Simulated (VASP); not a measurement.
# GaSb (I-4m2) in VASP: notebook, part 2 of 2

VASP 6.6.1. Earlier steps stand in the parts before.

## 3. Single point, PBEsol, non-collinear spin, zero start, spin-orbit coupling

This run uses another cell than the first one, of 22.81 Å³/atom, 0.946 times its volume.

INCAR

```
ALGO = Normal ; EDIFF = 1E-6
ENCUT = 520 ; GGA = PS
GGA_COMPAT = F ; ISIF = 2
ISMEAR = -1 ; LASPH = T
LCHARG = T ; LNONCOLLINEAR = T
LORBIT = 11 ; LORBMOM = T
LREAL = F ; LSORBIT = T
LVHAR = T ; LWAVE = F
MAGMOM = 0 0 0 0 0 0 ; NBANDS = 30
NELM = 150 ; PREC = Accurate
SIGMA = 0.05
```

KPOINTS

```
k-points
0
Gamma
  7 7 7
```

POSCAR

```
GaSb
1.0
   -2.7332913198      2.7332913198      1.5266738757
    2.7332913198     -2.7332913198      1.5266738757
    2.7332913198      2.7332913198     -1.5266738757
Sb Ga
1 1
Direct
    0.0000000000      0.0000000000      0.0000000000
    0.7500000000      0.2500000000      0.5000000000
```

Potentials or basis: VASP PAW PBE potentials, release 64 (Sb, Ga_d).

Command:

```bash
$ cat potpaw_PBE.64/Sb/POTCAR potpaw_PBE.64/Ga_d/POTCAR > POTCAR
$ mpirun -np 1 vasp_ncl > vasp.out
```

OUTCAR:

```text
EDIFF = 1E-6
   ENCUT = 520
   GGA = PS
   ISIF = 2
   ISMEAR = -1
   LASPH = T
   LNONCOLLINEAR = T
   LORBIT = 11
   LREAL = F
   LSORBIT = T
   NELM = 150
   PREC = Accurate

 ion  position               nearest neighbor table
   1  0.000  0.000  0.000-   2 2.84   2 2.84   2 2.84   2 2.84
   2  0.750  0.250  0.500-   1 2.84   1 2.84   1 2.84   1 2.84

  LATTYP: Found a body centered tetragonal cell.
 ALAT       =     5.4665826396
 C/A-ratio  =     0.5585478081

  Lattice vectors:

 A1 = (  -2.7332913198,   2.7332913198,   1.5266738757)
 A2 = (   2.7332913198,  -2.7332913198,   1.5266738757)
 A3 = (   2.7332913198,   2.7332913198,  -1.5266738757)

Analysis of symmetry for initial positions (statically):
=====================================================================
 Subroutine PRICEL returns:
 Original cell was already a primitive cell.

 Routine SETGRP: Setting up the symmetry group for a
 body centered tetragonal supercell.

 Subroutine GETGRP returns: Found  8 space group operations
 (whereof  8 operations were pure point group operations)
 out of a pool of 16 trial point group operations.

The static configuration has the point symmetry D_2d.

Analysis of symmetry for dynamics (positions and initial velocities):
=====================================================================
 Subroutine PRICEL returns:
 Original cell was already a primitive cell.

 Routine SETGRP: Setting up the symmetry group for a
 body centered tetragonal supercell.

 Subroutine GETGRP returns: Found  8 space group operations
 (whereof  8 operations were pure point group operations)
 out of a pool of 16 trial point group operations.

The dynamic configuration has the point symmetry D_2d.

Analysis of structural, dynamic, and magnetic symmetry:
=====================================================================
 Subroutine PRICEL returns:
 Original cell was already a primitive cell.

 Routine SETGRP: Setting up the symmetry group for a
 body centered tetragonal supercell.

 Subroutine GETGRP returns: Found  8 space group operations
 (whereof  8 operations were pure point group operations)
 out of a pool of 16 trial point group operations.

The overall configuration has the point symmetry D_2d.

 Subroutine INISYM returns: Found  8 space group operations
 (whereof  8 operations are pure point group operations),
 and found     1 'primitive' translations

----------------------------------------------------------------------------------------

                                     Primitive cell

  volume of cell :      45.6224

  direct lattice vectors                    reciprocal lattice vectors
    -2.733291320  2.733291320  1.526673876     0.000000000  0.182929641  0.327509371
     2.733291320 -2.733291320  1.526673876     0.182929641  0.000000000  0.327509371
[... 144 lines left out ...]
      1      -8.1175      1.00000
      2      -8.1175      1.00000
      3      -8.0843      1.00000
      4      -8.0843      1.00000
      5      -7.6666      1.00000
      6      -7.6666      1.00000
[... 781 lines left out ...]
     29      18.6343      0.00000
     30      18.7741      0.00000

 [... further k-points ...]
[... 5 lines left out ...]
  --------------------------------------------------------------------------------------
  -------------------------------------------------------------------------------------
  Total        0.0018555      0.0018555     -0.0013992      0.0000000      0.0000000      0.0000000
  in kB        0.0651631      0.0651631     -0.0491381      0.0000000      0.0000000      0.0000000
  external PRESSURE =       0.0270627 kB  Pullay stress =       0.0000000 kB

 VOLUME and BASIS-vectors are now :
 -----------------------------------------------------------------------------
  energy-cutoff  :      520.00
  volume of cell :       45.62
      direct lattice vectors                 reciprocal lattice vectors
    -2.733291320  2.733291320  1.526673876     0.000000000  0.182929641  0.327509371
     2.733291320 -2.733291320  1.526673876     0.182929641  0.000000000  0.327509371
     2.733291320  2.733291320 -1.526673876     0.182929641  0.182929641  0.000000000

 POSITION                                       TOTAL-FORCE (eV/Angst)
 -----------------------------------------------------------------------------------
      0.00000      0.00000      0.00000         0.000000     -0.000000      0.000000
     -0.00000      2.73329      0.76334        -0.000000      0.000000     -0.000000
 -----------------------------------------------------------------------------------
    total drift:                               -0.000000      0.000000      0.000000

  FREE ENERGIE OF THE ION-ELECTRON SYSTEM (eV)
  ---------------------------------------------------
  free  energy   TOTEN  =        -8.0210791579 eV

  energy  without entropy=       -8.0158931253  energy(sigma->0) =       -8.01848614

 orbital moment (x)

 # of ion     p       d       tot
 ----------------------------------------
  1         0.000   0.000   0.000
  2         0.000   0.000   0.000
 ----------------------------------------
            0.000   0.000   0.000

 orbital moment (y)

 # of ion     p       d       tot
 ----------------------------------------
  1        -0.000  -0.000  -0.000
  2        -0.000  -0.000  -0.000
 ----------------------------------------
           -0.000  -0.000  -0.000

 orbital moment (z)

 # of ion     p       d       tot
 ----------------------------------------
  1         0.000  -0.000  -0.000
  2         0.000   0.000   0.000
 ----------------------------------------
            0.000  -0.000  -0.000

 Spin-Orbit-Coupling matrix elements

 Ion:    1  E_soc:     -0.1333840
 l=   1
     0.0000000    -0.0217375    -0.0227346
    -0.0217375     0.0000000    -0.0217375
    -0.0227346    -0.0217375     0.0000000
 l=   2
     0.0000000    -0.0000202     0.0000000    -0.0000202    -0.0001227
    -0.0000202     0.0000000    -0.0001116    -0.0000244    -0.0000359
     0.0000000    -0.0001116     0.0000000    -0.0001116     0.0000000
    -0.0000202    -0.0000244    -0.0001116     0.0000000    -0.0000359
    -0.0001227    -0.0000359     0.0000000    -0.0000359     0.0000000
 l=   3
     0.0000000     0.0000000     0.0000000     0.0000000     0.0000000     0.0000000     0.0000000
     0.0000000     0.0000000     0.0000000     0.0000000     0.0000000     0.0000000     0.0000000
     0.0000000     0.0000000     0.0000000     0.0000000     0.0000000     0.0000000     0.0000000
     0.0000000     0.0000000     0.0000000     0.0000000     0.0000000     0.0000000     0.0000000
     0.0000000     0.0000000     0.0000000     0.0000000     0.0000000     0.0000000     0.0000000
     0.0000000     0.0000000     0.0000000     0.0000000     0.0000000     0.0000000     0.0000000
     0.0000000     0.0000000     0.0000000     0.0000000     0.0000000     0.0000000     0.0000000

 Ion:    2  E_soc:     -0.0116748
 l=   1
     0.0000000    -0.0011190    -0.0011707
    -0.0011190     0.0000000    -0.0011190
    -0.0011707    -0.0011190     0.0000000
 l=   2
     0.0000000    -0.0001687     0.0000000    -0.0001687    -0.0006201
    -0.0001687     0.0000000    -0.0004952    -0.0001648    -0.0001580
     0.0000000    -0.0004952     0.0000000    -0.0004952     0.0000000
    -0.0001687    -0.0001648    -0.0004952     0.0000000    -0.0001580
    -0.0006201    -0.0001580     0.0000000    -0.0001580     0.0000000
 l=   3
     0.0000000     0.0000000     0.0000000     0.0000000     0.0000000     0.0000000     0.0000000
     0.0000000     0.0000000     0.0000000     0.0000000     0.0000000     0.0000000     0.0000000
     0.0000000     0.0000000     0.0000000     0.0000000     0.0000000     0.0000000     0.0000000
     0.0000000     0.0000000     0.0000000     0.0000000     0.0000000     0.0000000     0.0000000
     0.0000000     0.0000000     0.0000000     0.0000000     0.0000000     0.0000000     0.0000000
     0.0000000     0.0000000     0.0000000     0.0000000     0.0000000     0.0000000     0.0000000
     0.0000000     0.0000000     0.0000000     0.0000000     0.0000000     0.0000000     0.0000000

 total charge

# of ion       s       p       d       tot
------------------------------------------
    1        1.190   1.192   0.041   2.423
    2        1.000   0.579   9.959  11.538
--------------------------------------------------
tot          2.190   1.770  10.001  13.961

 magnetization (x)

# of ion       s       p       d       tot
------------------------------------------
    1        0.000   0.000   0.000   0.000
    2        0.000   0.000  -0.000  -0.000
--------------------------------------------------
tot          0.000   0.000   0.000   0.000

 magnetization (y)

# of ion       s       p       d       tot
------------------------------------------
    1        0.000   0.000   0.000   0.000
    2        0.000   0.000   0.000   0.000
--------------------------------------------------
tot          0.000   0.000   0.000   0.000

 magnetization (z)

# of ion       s       p       d       tot
------------------------------------------
    1        0.000   0.000   0.000   0.000
    2       -0.000  -0.000  -0.000  -0.000
--------------------------------------------------
tot         -0.000  -0.000  -0.000  -0.000
```

OSZICAR:

```text
N       E                     dE             d eps       ncg     rms          rms(c)
DAV:   1     0.128084149853E+03    0.12808E+03   -0.77832E+03  3686   0.163E+03
DAV:   2     0.808833199745E+01   -0.12000E+03   -0.11485E+03  3734   0.445E+02
DAV:   3    -0.754232082854E+01   -0.15631E+02   -0.15352E+02  4122   0.112E+02
DAV:   4    -0.804819448347E+01   -0.50587E+00   -0.50454E+00  4194   0.216E+01
DAV:   5    -0.806039311462E+01   -0.12199E-01   -0.12197E-01  4338   0.339E+00    0.298E+00
DAV:   6    -0.802850690983E+01    0.31886E-01   -0.66645E-02  4630   0.474E+00    0.166E+00
DAV:   7    -0.802240419653E+01    0.61027E-02   -0.10019E-02  4836   0.120E+00    0.986E-01
DAV:   8    -0.802121630599E+01    0.11879E-02   -0.11094E-03  4536   0.300E-01    0.167E-01
DAV:   9    -0.802108359487E+01    0.13271E-03   -0.35191E-04  4648   0.293E-01    0.260E-02
DAV:  10    -0.802107885985E+01    0.47350E-05   -0.25639E-05  3898   0.448E-02    0.780E-03
DAV:  11    -0.802107915786E+01   -0.29801E-06   -0.24126E-06  3682   0.153E-02
   1 F= -.80210792E+01 E0= -.80184861E+01  d E =-.518603E-02  mag=     0.0000    -0.0000     0.0000
```

Wall time 59 s (1 thread of Intel Xeon 6975P-C (Granite Rapids), shared host); peak memory 0.37 GiB.

Results:

```
Free energy                                           : -8.0211 eV
Pressure                                              : 0.0 GPa
Net moment                                            : 0.00 μB per cell
Valence electrons inside the program's atomic spheres : Sb 2.42; Ga 11.54
```

Moments on the atoms (μB; x, y, z):
```
Sb  0.00 0.00 0.00
Ga  0.00 0.00 0.00
```

Caveat: the PAW data sets were made with another functional, which shifts forces and pressure a little.

## 4. Single point, PBEsol, non-collinear spin, zero start, spin-orbit coupling

INCAR

```
SYSTEM = GaSb
ALGO     = Normal         ! electronic algorithm
EDIFF    = 1E-7           ! SCF threshold, eV
ENCUT    = 520            ! plane-wave cutoff, eV
GGA      = PS             ! functional
GGA_COMPAT= .False.      
ISIF     = 2              ! what is computed and relaxed
ISMEAR   = -1             ! smearing method
LASPH    = .True.         ! aspherical terms in the spheres
LCHARG   = .False.        ! write CHGCAR
LORBIT   = 11             ! projections on sites
LORBMOM  = .True.       
LREAL    = .False.        ! projectors in reciprocal space
LSORBIT  = .True.         ! spin-orbit coupling
LWAVE    = .False.        ! write WAVECAR
MAGMOM   = 0 0 0 0 0 0    ! initial moments
NBANDS   = 30             ! bands
NELM     = 150            ! most SCF steps
PREC     = Accurate       ! precision mode
SIGMA    = 0.05           ! smearing width, eV
```

KPOINTS

```
k-points
0
Gamma
  7 7 7
  0 0 0
```

POSCAR

```
GaSb
1.0
   -2.7534340000      2.7534340000      1.5907070000
    2.7534340000     -2.7534340000      1.5907070000
    2.7534340000      2.7534340000     -1.5907070000
Sb Ga
1 1
Direct
    0.0000000000      0.0000000000      0.0000000000
    0.7500000000      0.2500000000      0.5000000000
```

Command:

```bash
$ cat potpaw_PBE.64/Sb/POTCAR potpaw_PBE.64/Ga_d/POTCAR > POTCAR
$ mpirun -np 1 vasp_ncl > vasp.out
```

Run time: 72 s. Hardware: 1 thread of Intel Xeon 6975P-C (Granite Rapids), shared host; peak memory 0.38 GiB.

Results (log left out):

- Free energy: -7.9855 eV
- Pressure: -2.7 GPa
- Net moment: 0.00 μB per cell
- Valence electrons inside the program's atomic spheres: Sb 2.40; Ga 11.51

Stress tensor (GPa, compression positive):
```
-1.68  0.00  0.00
 0.00 -1.68  0.00
 0.00  0.00 -4.85
```

Moments on the atoms (μB; x, y, z):
```
Sb  0.00 0.00 0.00
Ga  0.00 0.00 0.00
```

Caveat: the PAW data sets were made with another functional, which shifts forces and pressure a little.

## 5. Overview

```tsv
task	spin	cell	cutoff (eV)	pressure (GPa)	moment (μB)
relaxation of cell and atoms	off	relaxed from a = 4.206 Å, angles 98.2, 98.2, 135.6°, 2 atoms	600	0.0	-
single point	non-collinear, zero start, SOC	a = 4.156 Å, angles 97.8, 97.8, 136.9°, 2 atoms	520	0.0	0.00
single point	non-collinear, zero start, SOC	a = 4.206 Å, angles 98.2, 98.2, 135.6°, 2 atoms	520	-2.7	0.00
```

Alike in all rows: level PBEsol; potentials or basis VASP PAW PBE potentials, release 64 (Sb, Ga_d); k mesh 7 × 7 × 7; smearing fermi-dirac 0.05 eV.

Caveats: the PAW data sets were made with another functional, which shifts forces and pressure a little.

Absolute energies hang on the potentials; compare differences alone.
